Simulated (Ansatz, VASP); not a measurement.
# BN in VASP and in Ansatz

```
CELL_PARAMETERS angstrom
2.49747 0.00000 0.00000
-1.24873 2.16287 0.00000
0.00000 0.00000 4.13258
ATOMIC_POSITIONS crystal
B 0.33333 0.66667 0.99991
B 0.66667 0.33333 0.49991
N 0.33333 0.66667 0.37409
N 0.66667 0.33333 0.87409
```

Alike in both runs: task single point; functional LDA; k mesh 9 × 9 × 6; no spin polarisation.

```csv
,VASP,Ansatz
version,VASP 6.6.1,Ansatz 0.2.0
potentials or method,"VASP PAW LDA potentials, release 64 (B_h, N_h), cutoff 910 eV","scalar-relativistic, plane waves, PAW"
occupations,"gaussian, width 0.01 eV",fixed
valence electrons in the cell,16,16
```

|  | VASP | Ansatz | Ansatz less VASP |
| --- | --- | --- | --- |
| gap on the k mesh at the Fermi level (eV) | 4.84 | 4.86 | +0.015 |
| least direct gap on the mesh (eV) | 8.42 | 8.42 | +0.002 |

Ansatz warns that its potentials were made for another functional, while VASP's fit it. LDA's correlation is that of Perdew and Zunger in VASP and of Perdew and Wang (1992) in Ansatz.

Noted on VASP's run: the cutoff is short for stress, so the pressure is rough.
